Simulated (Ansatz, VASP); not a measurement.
# C in VASP and in Ansatz

Contents of INCAR:

```
PREC = Accurate ; ENCUT = 520
EDIFF = 1E-6 ; ISMEAR = 0
SIGMA = 0.02 ; LREAL = F
LASPH = T ; NELM = 100
ALGO = Normal ; ISIF = 2
LWAVE = F ; LCHARG = F
GGA = PS ; IBRION = 2
NSW = 60 ; EDIFFG = -0.002
```

File KPOINTS:

```
regular mesh
0
Gamma
  9 9 6
```

POSCAR

```
C
1.0
    2.4612466108      0.0000000000      0.0000000000
   -1.2306233054      2.1315020900      0.0000000000
    0.0000000000      0.0000000000      4.1652711190
C
4
Direct
    0.3333333333      0.6666666667     -0.0001053994
    0.6666666667      0.3333333333      0.4998946006
    0.3333333333      0.6666666667      0.3741053994
    0.6666666667      0.3333333333      0.8741053994
```

Input for Ansatz:

```yaml
crystal:
  lattice:
    - [2.4612466108, 0.0, 0.0]
    - [-1.2306233054, 2.13150209, 0.0]
    - [0.0, 0.0, 4.165271119]
  atoms:
    - { symbol: C, position: [0.3333333333, 0.6666666667, -0.0001053994] }
    - { symbol: C, position: [0.6666666667, 0.3333333333, 0.4998946006] }
    - { symbol: C, position: [0.3333333333, 0.6666666667, 0.3741053994] }
    - { symbol: C, position: [0.6666666667, 0.3333333333, 0.8741053994] }
basis:
  ecutwfc: 600.0
kpoints:
  mp_grid: { grid: [9, 9, 6] }
hamiltonian:
  xc: pbesol
  pseudopotentials: { kind: paw, azcp: { folder: soft_1 } }
scf:
  occupations: { method: gaussian, width: 0.02 }
output:
  forces: true
  stress: true
  eigenvalues: true
relax:
  adjacent_minimum: "off"
  f_tol: 0.002
  max_steps: 40
```

Change from the starting cell: strained cell.

Alike in both runs: task relaxation of the atoms; functional PBEsol; k mesh 9 × 9 × 6; occupations gaussian, width 0.02 eV; no spin polarisation.

```csv
,VASP,Ansatz
version,VASP 6.6.1,Ansatz 0.2.0
potentials or method,"VASP PAW PBE potentials, release 64 (C), cutoff 520 eV","scalar-relativistic, plane waves, PAW"
valence electrons in the cell,16,16
```

|  | VASP | Ansatz | Ansatz less VASP |
| --- | --- | --- | --- |
| gap on the k mesh at the Fermi level, each at its own relaxed structure (eV) | 2.87 | 2.90 | +0.028 |

VASP's potentials were made for PBE, not for PBEsol, and Ansatz warns of the same on its side. Ansatz's warnings: stress scf threshold loose.
